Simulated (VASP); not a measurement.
Runs of VASP 6.6.1 on H2Rh. The structure is that of space group I4/mmm (No. 139), or close to it. The cells are those of the table. 

```tsv
task	cell	k mesh	cutoff (eV)	gap on the mesh (eV)	pressure (GPa)	largest force (eV/Å)
single point	a = 3.820 Å, angles 138.6, 138.6, 59.9°, 3 atoms	10 × 10 × 10	520	none	(a)	0.55
single point	a = 3.213 Å, angles 128.1, 128.1, 76.5°, 3 atoms	22 × 22 × 22	520	none	-0.1	0.01
single point	a = 3.212 Å, angles 128.0, 128.0, 76.6°, 3 atoms	8 × 8 × 8	520	none	(b)	-
relaxation of cell and atoms	relaxed from a = 3.820 Å, angles 138.6, 138.6, 59.9°, 3 atoms	8 × 8 × 8	600	none	0.1	0.03
```

Alike in all rows: level PBE; potentials or basis VASP PAW PBE potentials, release 64 (H, Rh_pv); no spin polarisation; smearing gaussian 0.1 eV.

Question: Estimate the missing entries.

Answer: (a) -17.5; (b) 0.0.

Caveats: some runs use coarse meshes.

A k mesh can miss the band edges, and the runs leave out spin-orbit coupling on Rh.

A gap of «none» marks levels without a gap at the run's occupations.
